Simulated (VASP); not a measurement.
Set up this calculation in VASP 6.6.1, as the native input.

```
Task                   : single point
Functional             : r2SCAN
Potentials or basis    : VASP PAW PBE potentials, release 64 (Zr_sv)
Cutoff                 : 520 eV
k mesh                 : 16 × 16 × 16
Occupations            : gaussian, width 0.05 eV
Spin                   : no spin polarisation
Dipole correction      : no
Further INCAR settings : ALGO = Normal; EDIFF = 1e-06; NBANDS = 12
```

The system is Zr.

```xyz
1
Lattice="-1.7913 1.7913 1.7913 1.7913 -1.7913 1.7913 1.7913 1.7913 -1.7913" Properties=species:S:1:pos:R:3 pbc="T T T"
Zr    0.0000    0.0000    0.0000
```

These files were run (other wordings do the same):

POSCAR

```
Zr
1.0
   -1.7912879533      1.7912879533      1.7912879533
    1.7912879533     -1.7912879533      1.7912879533
    1.7912879533      1.7912879533     -1.7912879533
Zr
1
Direct
    0.0000000000      0.0000000000      0.0000000000
```

INCAR.step1

```
PREC     = Accurate       # precision mode
ENCUT    = 520            # plane-wave cutoff, eV
ISMEAR   = 0              # smearing method
SIGMA    = 0.05           # smearing width, eV
LREAL    = F              # projectors in reciprocal space
LASPH    = T              # aspherical terms in the spheres
NELM     = 100            # most SCF steps
NBANDS   = 12             # bands
GGA      = PE             # functional
ALGO     = Normal         # electronic algorithm
EDIFF    = 1E-4           # SCF threshold, eV
LWAVE    = T              # write WAVECAR
LCHARG   = F              # write CHGCAR
```

INCAR.step2

```
PREC     = Accurate       # precision mode
ENCUT    = 520            # plane-wave cutoff, eV
EDIFF    = 1E-6           # SCF threshold, eV
ISMEAR   = 0              # smearing method
SIGMA    = 0.05           # smearing width, eV
LREAL    = F              # projectors in reciprocal space
LASPH    = T              # aspherical terms in the spheres
NELM     = 100            # most SCF steps
ALGO     = Normal         # electronic algorithm
ISIF     = 2              # what is computed and relaxed
LWAVE    = F              # write WAVECAR
LCHARG   = F              # write CHGCAR
METAGGA  = R2SCAN         # meta-GGA
LMIXTAU  = T            
NBANDS   = 12             # bands
ISTART   = 1
```

KPOINTS

```
regular mesh
0
Gamma
  16 16 16
```

Potentials or basis: VASP PAW PBE potentials, release 64 (Zr_sv).

Run with:

```bash
$ cat potpaw_PBE.64/Zr_sv/POTCAR > POTCAR
$ cp INCAR.step1 INCAR
$ mpirun -np 1 vasp_std > vasp.out
$ cp INCAR.step2 INCAR
$ mpirun -np 1 vasp_std > vasp.out
```

It gave:

```json
{
 "Pressure": "0.0 GPa",
 "Band gap on the k mesh": "zero (band 6 reaches 10.19 eV, above the bottom of band 7 at 8.11 eV)"
}
```

Caveat: the PAW data sets were made with another functional, which shifts forces and pressure a little.

Wall time 2.4 min on 1 thread of AMD EPYC 7R43 64-Core Processor (Zen 3) (shared host), peak memory 0.14 GiB.
